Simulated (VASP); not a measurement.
A run of VASP 6.6.1 is set up as follows.

Contents of INCAR:

```
SYSTEM = ZnS
PREC     = Accurate       ! precision mode
ENCUT    = 520            ! plane-wave cutoff, eV
EDIFF    = 1E-6           ! SCF threshold, eV
ISMEAR   = 0              ! smearing method
SIGMA    = 0.05           ! smearing width, eV
LREAL    = .FALSE.        ! projectors in reciprocal space
LASPH    = .TRUE.         ! aspherical terms in the spheres
NELM     = 100            ! most SCF steps
ALGO     = Normal         ! electronic algorithm
ISIF     = 2              ! what is computed and relaxed
LWAVE    = .FALSE.        ! write WAVECAR
LCHARG   = .FALSE.        ! write CHGCAR
GGA      = PE             ! functional
NBANDS   = 46             ! bands
```

The input KPOINTS:

```
regular mesh
0
G
  8 8 2
  0 0 0
```

The input POSCAR:

```
ZnS
1.0
   -3.8467234434      0.0000000000      0.0000000000
   -1.9233617217     -3.3313602233      0.0000000000
   -3.3656906768     -1.9431824183     12.5902250239
Zn S
4 4
Direct
   -0.3827908273     -0.3827908273      0.6562503469
   -0.0911408273     -0.0911408273      0.1562503469
   -0.1952674255     -0.1952674255      0.9062245137
    0.4297159078      0.4297159078      0.4062245137
   -0.4920075407     -0.4920075407      0.8434896978
   -0.2003575407      0.7996424593      0.3434896978
    0.2785991203      0.2785991203      0.0938354415
    0.3202824536      0.3202824536      0.5938354415
```

Potentials or basis: VASP PAW PBE potentials, release 64 (Zn, S).

The run is started by

```bash
$ cat potpaw_PBE.64/Zn/POTCAR potpaw_PBE.64/S/POTCAR > POTCAR
$ mpirun -np 1 vasp_std > vasp.out
```

Question: What does it give for the band gap on the k mesh?

Answer: 1.19 eV.

Question: What does it give for the pressure?

Answer: -0.1 GPa.

Question: Estimate the largest force.

Answer: 0.465 eV/Å.

Forces on the atoms (eV/Å):
```
Zn  -0.038 -0.022 -0.190
Zn  -0.137 -0.079  0.122
Zn  -0.040 -0.023 -0.004
Zn  -0.009 -0.005 -0.195
S   -0.198 -0.114 -0.111
S    0.031  0.018  0.222
S    0.402  0.232 -0.003
S   -0.011 -0.006  0.159
```

A k mesh can miss the band edges.
